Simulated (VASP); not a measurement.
# FeO (P-1) in VASP: single point with PBE

Aim: the single point of FeO with PBE.

Program: VASP 6.6.1. These are calculated values, not measurements. Logs are shortened: lines on timing, memory, paths and dates and some standing lists are left out, and cuts for length are marked.

### 1 The cell of the first run

The typed cell holds 4 atoms: a = 3.049 Å, b = 3.084 Å, c = 5.275 Å, α = 87.04°, β = 88.50°, γ = 60.44°.

### 2 Single point, PBE, collinear spin, ferromagnetic start

The input, INCAR:

```
SYSTEM = FeO
PREC     = Accurate       ! precision mode
ENCUT    = 520            ! plane-wave cutoff, eV
EDIFF    = 1E-6           ! SCF threshold, eV
ISMEAR   = 0              ! smearing method
SIGMA    = 0.05           ! smearing width, eV
LREAL    = .FALSE.        ! projectors in reciprocal space
LASPH    = .TRUE.         ! aspherical terms in the spheres
NELM     = 150            ! most SCF steps
ALGO     = Fast           ! electronic algorithm
ISIF     = 2              ! what is computed and relaxed
LWAVE    = .FALSE.        ! write WAVECAR
LCHARG   = .FALSE.        ! write CHGCAR
ISPIN    = 2              ! spin polarisation
MAGMOM   = 4 4 0 0        ! initial moments
LORBIT   = 11             ! projections on sites
LMAXMIX  = 4              ! l up to which the mixer works
GGA      = PE             ! functional
NBANDS   = 26             ! bands
```

The input, KPOINTS:

```
Automatic mesh
0
G
  10 10 6
  0 0 0
```

The input, POSCAR:

```
FeO
1.0
    3.0488587354      0.0000000000      0.0000000000
    1.5215942087      2.6823606015      0.0000000000
    0.1382020491      0.2344548864      5.2676308955
Fe O
2 2
Direct
    0.5000000000      0.5000000000      0.0000000000
    0.5000000000      0.5000000000      0.5000000000
    0.1637630000      0.1709330000      0.2557010000
    0.8362370000      0.8290670000      0.7442990000
```

Potentials or basis: VASP PAW PBE potentials, release 64 (Fe, O).

Started as:

```
cat potpaw_PBE.64/Fe/POTCAR potpaw_PBE.64/O/POTCAR > POTCAR
mpirun -np 1 vasp_std > vasp.out
```

OUTCAR:

```text
SYSTEM = FeO
   PREC = Accurate
   ENCUT = 520
   EDIFF = 1E-6
   ISMEAR = 0
   LREAL = .FALSE.
   LASPH = .TRUE.
   NELM = 150
   ISIF = 2
   ISPIN = 2
   LORBIT = 11
   GGA = PE

 ion  position               nearest neighbor table
   1  0.500  0.500  0.000-   3 2.17   4 2.17   3 2.22   4 2.22   4 2.30   3 2.30   2 2.64   2 2.64

   2  0.500  0.500  0.500-   3 2.17   4 2.17   3 2.18   4 2.18   3 2.23   4 2.23   1 2.64   1 2.64

   3  0.164  0.171  0.256-   2 2.17   1 2.17   2 2.18   1 2.22   2 2.23   1 2.30
   4  0.836  0.829  0.744-   2 2.17   1 2.17   2 2.18   1 2.22   2 2.23   1 2.30

  LATTYP: Found a triclinic cell.
 ALAT       =     3.0838786183
 B/A-ratio  =     0.9886442084
 C/A-ratio  =     1.7103970140
 COS(alpha) =     0.0262011454
 COS(beta)  =     0.0515897754
 COS(gamma) =     0.4934027558

  Lattice vectors:

 A1 = (  -1.5215942087,  -2.6823606015,   0.0000000000)
 A2 = (  -3.0488587354,   0.0000000000,   0.0000000000)
 A3 = (  -0.1382020491,  -0.2344548864,  -5.2676308955)

Analysis of symmetry for initial positions (statically):
=====================================================================
 Subroutine PRICEL returns:
 Original cell was already a primitive cell.

 Routine SETGRP: Setting up the symmetry group for a
 triclinic supercell.

 Subroutine GETGRP returns: Found  2 space group operations
 (whereof  2 operations were pure point group operations)
 out of a pool of  2 trial point group operations.

The static configuration has the point symmetry S_2 .

Analysis of symmetry for dynamics (positions and initial velocities):
=====================================================================
 Subroutine PRICEL returns:
 Original cell was already a primitive cell.

 Routine SETGRP: Setting up the symmetry group for a
 triclinic supercell.

 Subroutine GETGRP returns: Found  2 space group operations
 (whereof  2 operations were pure point group operations)
 out of a pool of  2 trial point group operations.

The dynamic configuration has the point symmetry S_2 .

Analysis of structural, dynamic, and magnetic symmetry:
=====================================================================
 Subroutine PRICEL returns:
 Original cell was already a primitive cell.

 Routine SETGRP: Setting up the symmetry group for a
 triclinic supercell.

 Subroutine GETGRP returns: Found  2 space group operations
 (whereof  2 operations were pure point group operations)
 out of a pool of  2 trial point group operations.

The overall configuration has the point symmetry S_2 .

 Subroutine INISYM returns: Found  2 space group operations
 (whereof  2 operations are pure point group operations),
 and found     1 'primitive' translations

----------------------------------------------------------------------------------------

                                     Primitive cell

  volume of cell :      43.0794

  direct lattice vectors                    reciprocal lattice vectors
     3.048858735  0.000000000  0.000000000     0.327991582 -0.186056301 -0.000324112
     1.521594209  2.682360602  0.000000000     0.000000000  0.372805953 -0.016593072
     0.138202049  0.234454886  5.267630895     0.000000000  0.000000000  0.189838662

  length of vectors
     3.048858735  3.083878618  5.274656780     0.377088226  0.373175037  0.189838662

  position of ions in fractional coordinates (direct lattice)
     0.500000000  0.500000000  0.000000000
     0.500000000  0.500000000  0.500000000
     0.163763000  0.170933000  0.255701000
     0.836237000  0.829067000  0.744299000

  ion indices of the primitive-cell ions
   primitive index   ion index
                 1           1
                 2           2
                 3           3
                 4           4

----------------------------------------------------------------------------------------

 KPOINTS: Automatic mesh

Automatic generation of k-mesh.
 Grid dimensions read from file:
 generate k-points for:   10   10    6

 Generating k-lattice:

  Cartesian coordinates                     Fractional coordinates (reciprocal lattice)
     0.032799158 -0.018605630 -0.000032411     0.100000000  0.000000000  0.000000000
     0.000000000  0.037280595 -0.001659307     0.000000000  0.100000000 -0.000000000
     0.000000000  0.000000000  0.031639777     0.000000000  0.000000000  0.166666667

  Length of vectors
     0.037708823  0.037317504  0.031639777

  Shift w.r.t. Gamma in fractional coordinates (k-lattice)
     0.000000000  0.000000000  0.000000000

 Subroutine IBZKPT returns following result:
 ===========================================

 Found    304 irreducible k-points:

 Following reciprocal coordinates:
            Coordinates               Weight
  0.000000  0.000000  0.000000      1.000000
  0.100000 -0.000000 -0.000000      2.000000
  0.200000 -0.000000 -0.000000      2.000000
  0.300000 -0.000000 -0.000000      2.000000
  0.400000 -0.000000 -0.000000      2.000000
  0.500000 -0.000000 -0.000000      1.000000
[... 16 lines left out ...]
 -0.400000  0.200000 -0.000000      2.000000
 -0.300000  0.200000 -0.000000      2.000000
 [... further k-points ...]
   k-points           NKPTS =    304   k-points in BZ     NKDIM =    304   number of bands    NBANDS=     26
   number of dos      NEDOS =    301   number of ions     NIONS =      4
   total plane-waves  NPLWV =  23040
   dimension x,y,z NGX =    24 NGY =   24 NGZ =   40
   dimension x,y,z NGXF=    48 NGYF=   48 NGZF=   80
   ions per type =               2   2
   NGX,Y,Z   is equivalent  to a cutoff of  13.09, 12.94, 12.61 a.u.
   NGXF,Y,Z  is equivalent  to a cutoff of  26.17, 25.88, 25.21 a.u.
 SYSTEM =  FeO
   PREC   = accura    normal or accurate (medium, high low for compatibility)
   ISTART =      0    job   : 0-new  1-cont  2-samecut
   ICHARG =      2    charge: 1-file 2-atom 10-const
   ISPIN  =      2    spin polarized calculation?
   LNONCOLLINEAR =      F non collinear calculations
   LSORBIT =      F    spin-orbit coupling
   LASPH  =      T    aspherical Exc in radial PAW
   ENCUT  =  520.0 eV  38.22 Ry    6.18 a.u.   5.67  5.73  9.81*2*pi/ulx,y,z
   NELM   =    150;   NELMIN=  2; NELMDL= -5     # of ELM steps
   EDIFF  = 0.1E-05   stopping-criterion for ELM
   LREAL  =      F    real-space projection
   EDIFFG = 0.1E-04   stopping-criterion for IOM
   NSW    =      0    number of steps for IOM
   IBRION =     -1    ionic relax: 0-MD 1-quasi-New 2-CG
   NFREE  =      0    steps in history (QN), initial steepest desc. (CG)
   ISIF   =      2    stress and relaxation
   ISYM   =      2    0-nonsym 1-usesym 2-fastsym
   POTIM  = 0.5000    time-step for ionic-motion
   TEBEG  =    0.0;   TEEND  =   0.0 temperature during run
   PSTRESS=    0.0 pullay stress
   NELECT =      28.0000    total number of electrons
   NUPDOWN=      -1.0000    fix difference up-down
   EMIN   =  10.00;   EMAX   =-10.00  energy-range for DOS
   EFERMI =   0.00;   METHOD = LEGACY
   ISMEAR =     0;   SIGMA  =   0.05  broadening in eV -4-tet -1-fermi 0-gaus
   EFERMI_NEDOS =   21; number of points for ismear=-14 and -15
   IALGO  =     68    algorithm
   IMIX   =      4    mixing-type and parameters
     AMIX     =   0.40;   BMIX     =  1.00
     AMIX_MAG =   1.60;   BMIX_MAG =  1.00
  volume/ion in A,a.u.               =      10.77        72.68
  Fermi-wavevector in a.u.,A,eV,Ry     =   1.418091  2.679804 27.361090  2.010983
  Thomas-Fermi vector in A             =   2.539253
   LORBIT       =     11    0 simple, 1 ext, 2 COOP (PROOUT), +10 PAW based schemes
   GGA     = PE    functional components
   LHFCALC =     F    Hartree Fock is set to
   AEXX    =    0.0000 exact exchange contribution
   IVDW    =     0    specifies the selected vdW correction
   LEPSILON=     F    determine dielectric tensor
   LRPA    =     F    only Hartree local field effects (RPA)
 spin polarized calculation
 RMM-DIIS sequential band-by-band and
 Gauss-broadening in eV      SIGMA  =   0.05
  energy-cutoff  :      520.00
  volume of cell :       43.08
 maximum number of plane-waves:      1172
   NGX = 11   NGY = 11   NGZ = 19

 number of electron      28.0000021 magnetization       8.0018059

 Free energy of the ion-electron system (eV)
  ---------------------------------------------------
  ext. energy  EPLUGINS =         0.00000000
  ---------------------------------------------------
  free energy    TOTEN  =       -29.65074697 eV

  energy without entropy =      -29.64539914  energy(sigma->0) =      -29.64807305

 E-fermi :   5.1668     XC(G=0): -11.7288

 val. band max:        5.1662852571   @ k =   0.2000   0.1000   0.5000
 cond. band min:       5.1689225606   @ k =  -0.3000  -0.1000   0.3333
 fundamental gap:      0.0026373035
 Fermi energy:         5.1667925457

 spin component 1

 k-point     1 :       0.0000    0.0000    0.0000
  band No.  band energies     occupation
      1     -14.7964      1.00000
      2     -13.8808      1.00000
      3      -2.8331      1.00000
      4      -0.7812      1.00000
      5      -0.7510      1.00000
      6       0.6997      1.00000
[... 685 lines left out ...]
     25      15.7601      0.00000
     26      20.1302      0.00000

 [... further k-points ...]

 spin component 2

 k-point     1 :       0.0000    0.0000    0.0000
  band No.  band energies     occupation
      1     -14.2423      1.00000
      2     -13.3133      1.00000
      3      -2.1062      1.00000
      4       0.7980      1.00000
      5       0.8401      1.00000
      6       2.1527      1.00000
[... 685 lines left out ...]
     25      16.7325      0.00000
     26      21.0266      0.00000

 [... further k-points ...]

------------------------ aborting loop because EDIFF is reached ----------------------------------------

  FORCE on cell =-STRESS in cart. coord.  units (eV):
  Direction    XX          YY          ZZ          XY          YZ          ZX
  --------------------------------------------------------------------------------------
  -------------------------------------------------------------------------------------
  Total       -2.9342384     -3.0871089     -1.9095354      0.0362146     -0.1377792     -0.1230599
  in kB     -109.1279957   -114.8134410    -71.0180098      1.3468666     -5.1241796     -4.5767508
  external PRESSURE =     -98.3198155 kB  Pullay stress =       0.0000000 kB

 VOLUME and BASIS-vectors are now :
 -----------------------------------------------------------------------------
  energy-cutoff  :      520.00
  volume of cell :       43.08
      direct lattice vectors                 reciprocal lattice vectors
     3.048858735  0.000000000  0.000000000     0.327991582 -0.186056301 -0.000324112
     1.521594209  2.682360602  0.000000000     0.000000000  0.372805953 -0.016593072
     0.138202049  0.234454886  5.267630895     0.000000000  0.000000000  0.189838662

 POSITION                                       TOTAL-FORCE (eV/Angst)
 -----------------------------------------------------------------------------------
      2.28523      1.34118      0.00000         0.000000      0.000000      0.000000
      2.35433      1.45841      2.63382         0.000000     -0.000000      0.000000
      0.79472      0.51845      1.34694         0.024233     -0.015154     -0.185369
      3.91394      2.39836      3.92069        -0.024233      0.015154      0.185369
 -----------------------------------------------------------------------------------
    total drift:                                0.000000     -0.000000      0.000000

  FREE ENERGIE OF THE ION-ELECTRON SYSTEM (eV)
  ---------------------------------------------------
  free  energy   TOTEN  =       -29.6507469708 eV

  energy  without entropy=      -29.6453991374  energy(sigma->0) =      -29.64807305

 total charge

# of ion       s       p       d       tot
------------------------------------------
    1        0.279   0.324   6.071   6.673
    2        0.289   0.348   6.059   6.697
    3        1.557   3.391   0.000   4.949
    4        1.557   3.391   0.000   4.949
--------------------------------------------------
tot          3.682   7.455  12.130  23.267

 magnetization (x)

# of ion       s       p       d       tot
------------------------------------------
    1        0.022   0.016   3.532   3.570
    2        0.020   0.017   3.571   3.608
    3        0.028   0.287   0.000   0.315
    4        0.028   0.287   0.000   0.315
--------------------------------------------------
tot          0.099   0.607   7.102   7.808
```

Run time: 24 min. Hardware: 1 thread of Oxide Virtual Turin-like, shared host; peak memory 0.51 GiB.

What came out:

```yaml
Free_energy: -29.6507 eV
Pressure: -9.8 GPa
Largest_force: 0.188 eV/Å
Band_gap_on_the_k_mesh: zero (filled and empty bands overlap)
Net_moment: 8.00 μB per cell
Site_moments: Fe +3.57, +3.61; O +0.32 μB
Valence_electrons_inside_the_program's_atomic_spheres: Fe 6.67, 6.70; O 4.95
```

Forces on the atoms (eV/Å):
```
Fe   0.000  0.000  0.000
Fe   0.000  0.000  0.000
O    0.024 -0.015 -0.185
O   -0.024  0.015  0.185
```

Caveat: the cell stands under tension; semilocal functionals often make such compounds metallic where correlation or magnetic order opens a gap, which also shifts bond lengths; the run started ferromagnetic, and an antiferromagnetic order may lie lower in energy. With open d or f shells a metallic result of PBE can be an artefact of self-interaction; +U or a hybrid may open a gap.
